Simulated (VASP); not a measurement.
# Yb (Im-3m) in VASP: notebook, part 2 of 2

VASP 6.6.1.

## 4. Single point, PBEsol+U, collinear spin, ferromagnetic start

File POSCAR:

```
Yb
1.0
   -2.1514830000      2.1514830000      2.1514830000
    2.1514830000     -2.1514830000      2.1514830000
    2.1514830000      2.1514830000     -2.1514830000
Yb
1
Direct
    0.0000000000      0.0000000000      0.0000000000
```

File INCAR.step1:

```
PREC = Accurate
ENCUT = 520
EDIFF = 1E-7
ISMEAR = -1
SIGMA = 0.05
LREAL = F
LASPH = T
NELM = 150
ALGO = Normal
ISIF = 2
LWAVE = F
LCHARG = T
ISPIN = 2
MAGMOM = 1
LMAXMIX = 6
LDAU = T
LDAUTYPE = 2
LDAUL = 3
LDAUU = 2
LDAUJ = 0
LDAUPRINT = 1
GGA = PS
NBANDS = 22
```

File KPOINTS.step1:

```
regular mesh
0
Gamma
  9 9 9
```

File INCAR.step2:

```
PREC = Accurate
ENCUT = 520
EDIFF = 1E-7
ISMEAR = -5
SIGMA = 0.05
LREAL = F
LASPH = T
NELM = 150
ALGO = Normal
ISIF = 2
LWAVE = F
LCHARG = F
ISPIN = 2
MAGMOM = 1
LORBIT = 10
LMAXMIX = 6
LDAU = T
LDAUTYPE = 2
LDAUL = 3
LDAUU = 2
LDAUJ = 0
LDAUPRINT = 1
GGA = PS
NEDOS = 1001
ICHARG = 11
```

File KPOINTS.step2:

```
regular mesh
0
Gamma
  14 14 14
```

Potentials or basis: VASP PAW PBE potentials, release 64 (Yb).

Launch:

```sh
$ cat potpaw_PBE.64/Yb/POTCAR > POTCAR
$ cp INCAR.step1 INCAR
$ cp KPOINTS.step1 KPOINTS
$ mpirun -np 1 vasp_std > vasp.out
$ cp INCAR.step2 INCAR
$ cp KPOINTS.step2 KPOINTS
$ mpirun -np 1 vasp_std > vasp.out
```

OUTCAR:

```text
PREC = Accurate
   ENCUT = 520
   EDIFF = 1E-7
   ISMEAR = -5
   LREAL = F
   LASPH = T
   NELM = 150
   ISIF = 2
   ISPIN = 2
   LORBIT = 10
   GGA = PS
   ICHARG = 11

 ion  position               nearest neighbor table
   1  0.000  0.000  0.000-

  LATTYP: Found a body centered cubic cell.
 ALAT       =     4.3029660000

  Lattice vectors:

 A1 = (  -2.1514830000,   2.1514830000,   2.1514830000)
 A2 = (   2.1514830000,  -2.1514830000,   2.1514830000)
 A3 = (   2.1514830000,   2.1514830000,  -2.1514830000)

Analysis of symmetry for initial positions (statically):
=====================================================================
 Subroutine PRICEL returns:
 Original cell was already a primitive cell.

 Routine SETGRP: Setting up the symmetry group for a
 body centered cubic supercell.

 Subroutine GETGRP returns: Found 48 space group operations
 (whereof 48 operations were pure point group operations)
 out of a pool of 48 trial point group operations.

The static configuration has the point symmetry O_h .

Analysis of symmetry for dynamics (positions and initial velocities):
=====================================================================
 Subroutine PRICEL returns:
 Original cell was already a primitive cell.

 Routine SETGRP: Setting up the symmetry group for a
 body centered cubic supercell.

 Subroutine GETGRP returns: Found 48 space group operations
 (whereof 48 operations were pure point group operations)
 out of a pool of 48 trial point group operations.

The dynamic configuration has the point symmetry O_h .

Analysis of structural, dynamic, and magnetic symmetry:
[... 189 lines left out ...]
  o =  0.9845  v =  0.0000  0.0000  0.0000  0.0000  0.0000  0.0000  0.0000  0.7906  0.0000  0.6124  0.0000 -0.0004 -0.0000  0.0006      0.0000  0.0000  0.0000  0.0000  0.0000  0.0000  0.0000  0.0000  0.0000  0.0000  0.0000  0.0000  0.0000  0.0000
  o =  0.9860  v =  0.0000  0.0000  0.0000  0.0000  0.0000  0.0000  0.0000  0.0000 -1.0000  0.0000  0.0000 -0.0000  0.0000  0.0000      0.0000  0.0000  0.0000  0.0000  0.0000  0.0000  0.0000  0.0000  0.0000  0.0000  0.0000  0.0000  0.0000  0.0000
  o =  0.9860  v =  0.0000 -1.0000  0.0000 -0.0000 -0.0000 -0.0000  0.0000  0.0000  0.0000  0.0000  0.0000  0.0000  0.0000  0.0000      0.0000  0.0000  0.0000  0.0000  0.0000  0.0000  0.0000  0.0000  0.0000  0.0000  0.0000  0.0000  0.0000  0.0000

 number of electron      24.0000000 magnetization       0.0000147

 Free energy of the ion-electron system (eV)
  ---------------------------------------------------
  ext. energy  EPLUGINS =         0.00000000
  ---------------------------------------------------
  free energy    TOTEN  =        -3.52163825 eV

  energy without entropy =       -3.52163825  energy(sigma->0) =       -3.52163825

 E-fermi :   1.1067     XC(G=0):  -9.0811

 val. band max:        1.1926444474   @ k =  -0.4286  -0.4286   0.2143
 cond. band min:       1.0736164201   @ k =   0.5000   0.5000   0.3571
 fundamental gap:     -0.1190280274
 Fermi energy:         1.1067228438

 spin component 1

 k-point     1 :       0.0000    0.0000    0.0000
  band No.  band energies     occupation
      1     -50.2335      1.00000
      2     -22.5498      1.00000
      3     -22.5498      1.00000
      4     -22.5498      1.00000
      5      -3.7695      1.00000
      6       0.5118      1.00000
[... 943 lines left out ...]
      6       0.5256      1.00000
[... 9 lines left out ...]
     16       6.1937      0.00000
     17       6.2962      0.00000

 [... further k-points ...]

------------------------ aborting loop because EDIFF is reached ----------------------------------------

  FORCE on cell =-STRESS in cart. coord.  units (eV):
  Direction    XX          YY          ZZ          XY          YZ          ZX
  --------------------------------------------------------------------------------------
  -------------------------------------------------------------------------------------
  Total       -1.2433423     -1.2433423     -1.2433423     -0.0000000      0.0000000     -0.0000000
  in kB      -50.0066269    -50.0066269    -50.0066269     -0.0000000      0.0000000     -0.0000000
  external PRESSURE =     -50.0066269 kB  Pullay stress =       0.0000000 kB

 VOLUME and BASIS-vectors are now :
 -----------------------------------------------------------------------------
  energy-cutoff  :      520.00
  volume of cell :       39.84
      direct lattice vectors                 reciprocal lattice vectors
    -2.151483000  2.151483000  2.151483000     0.000000000  0.232397839  0.232397839
     2.151483000 -2.151483000  2.151483000     0.232397839  0.000000000  0.232397839
     2.151483000  2.151483000 -2.151483000     0.232397839  0.232397839  0.000000000

 POSITION                                       TOTAL-FORCE (eV/Angst)
 -----------------------------------------------------------------------------------
      0.00000      0.00000      0.00000         0.000000      0.000000      0.000000
 -----------------------------------------------------------------------------------
    total drift:                                0.000000     -0.000000     -0.000000

  FREE ENERGIE OF THE ION-ELECTRON SYSTEM (eV)
  ---------------------------------------------------
  free  energy   TOTEN  =        -3.5216382464 eV

  energy  without entropy=       -3.5216382464  energy(sigma->0) =       -3.52163825

 total charge

# of ion       s       p       d       f       tot
--------------------------------------------------
    1        2.212   5.981   0.208  13.721  22.122

 magnetization (x)

# of ion       s       p       d       f       tot
--------------------------------------------------
    1       -0.000   0.000   0.000  -0.000  -0.000
```

OSZICAR.step1:

```text
N       E                     dE             d eps       ncg     rms          rms(c)
DAV:   1     0.131110616653E+03    0.13111E+03   -0.79269E+03  4352   0.713E+03
[... 13 lines left out ...]
DAV:  85    -0.352140839795E+01    0.31053E-04   -0.11709E-04  5522   0.386E-01    0.162E-01
DAV:  86    -0.352139353469E+01    0.14863E-04   -0.56194E-04  4424   0.900E-01    0.651E-02
DAV:  87    -0.352139538042E+01   -0.18457E-05   -0.30757E-05  5400   0.759E-02    0.109E-01
DAV:  88    -0.352139601069E+01   -0.63027E-06   -0.60616E-06  5448   0.594E-02    0.660E-02
DAV:  89    -0.352139695497E+01   -0.94428E-06   -0.14137E-05  4482   0.107E-01    0.656E-02
DAV:  90    -0.352139593701E+01    0.10180E-05   -0.15990E-06  4586   0.369E-02    0.412E-02
DAV:  91    -0.352139589361E+01    0.43407E-07   -0.45639E-08  3048   0.100E-02
   1 F= -.35213959E+01 E0= -.35173793E+01  d E =-.803311E-02  mag=     0.0000
```

It took 8.8 min on 1 thread of Oxide Virtual Turin-like, shared host; peak memory 0.22 GiB.

What came out:

```
Net moment                                            : 0.00 μB per cell
Valence electrons inside the program's atomic spheres : Yb 22.12
```

Levels at points of the mesh, in eV from the Fermi level:
Spin up:
```
           k point  band 9  band 10  band 11  band 12  band 13  band 14  band 15  band 16
(0.00, 0.00, 0.00)   -0.51    -0.51    -0.51    -0.48     2.92     2.92     2.92     4.68
(0.50, 0.00, 0.00)   -0.53    -0.51    -0.50    -0.50     0.43     1.44     4.33     5.34
(0.50, 0.50, 0.50)   -0.48    -0.48    -0.48    -0.24    -0.24     4.66     4.66     4.66
```
Spin down:
| k point | band 10 | band 11 | band 12 | band 13 | band 14 | band 15 |
| --- | --- | --- | --- | --- | --- | --- |
| (0.00, 0.00, 0.00) | -0.51 | -0.51 | -0.48 | 2.92 | 2.92 | 2.92 |
| (0.50, 0.00, 0.00) | -0.51 | -0.50 | -0.50 | 0.43 | 1.44 | 4.33 |
| (0.50, 0.50, 0.50) | -0.48 | -0.48 | -0.24 | -0.24 | 4.66 | 4.66 |

Eigenvalues of the final occupation matrices:
```csv
site,spin,trace,eigenvalues
site 1 f,1,6.86,0.97 0.97 0.97 0.98 0.98 0.98 0.99
site 1 f,2,6.86,0.97 0.97 0.97 0.98 0.98 0.98 0.99
```

Caveat: the PAW data sets were made with another functional, which shifts forces and pressure a little; spin-orbit coupling is left out, which moves the levels of the heavy elements. The state reached can hang on the start; a lower one may exist.

## 5. Summary

| U | k mesh for the DOS | occupations for the DOS | gap on the mesh (eV) | pressure (GPa) | moment (μB) |
| --- | --- | --- | --- | --- | --- |
| Yb f U = 4.0 eV | - | - | none | -2.2 | 0.00 |
| Yb f U = 8.0 eV | - | - | none | -1.1 | 0.00 |
| Yb f U = 2.0 eV | 14 × 14 × 14 | tetrahedron | - | - | 0.00 |

Alike in all rows: task single point; level PBEsol+U; potentials or basis VASP PAW PBE potentials, release 64 (Yb); spin collinear, ferromagnetic start; cell as given; k mesh 9 × 9 × 9; cutoff (eV) 520; smearing fermi-dirac 0.05 eV.

Caveats: the PAW data sets were made with another functional, which shifts forces and pressure a little; spin-orbit coupling is left out, which moves the levels of the heavy elements.

Absolute energies hang on the potentials; compare differences alone.

The gap in the log of VASP goes by the Fermi energy; the results here count the filled bands.